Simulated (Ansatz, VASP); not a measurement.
## One calculation of Ba, two programs

```xyz
1
Lattice="3.8755 0.0000 0.0000 0.0000 3.8755 0.0000 0.0000 0.0000 3.8755" Properties=species:S:1:pos:R:3 pbc="T T T"
Ba    0.0000    0.0000    0.0000
```

Alike in both runs: task single point; functional PBEsol; k mesh 12 × 12 × 12; occupations gaussian, width 0.1 eV; no spin polarisation.

|  | VASP | Ansatz |
| --- | --- | --- |
| version | VASP 6.6.1 | Ansatz 0.2.0 |
| potentials or method | VASP PAW PBE potentials, release 64 (Ba_sv), cutoff 520 eV | scalar-relativistic, plane waves, PAW |
| valence electrons in the cell | 10 | 10 |

Ansatz gave:

```
gap on the k mesh at the Fermi level (eV) : none
pressure (GPa)                            : -0.4
```

Problem. Estimate VASP's values.

Solution. gap on the k mesh at the Fermi level (eV): none; pressure (GPa): -0.2.

VASP's potentials were made for PBE, not for PBEsol. A gap of «none» marks a metal or a gap that the smearing closes. The functional is the same, so the differences come from potentials, cutoffs and numerics.

Neither program's run includes spin-orbit coupling.
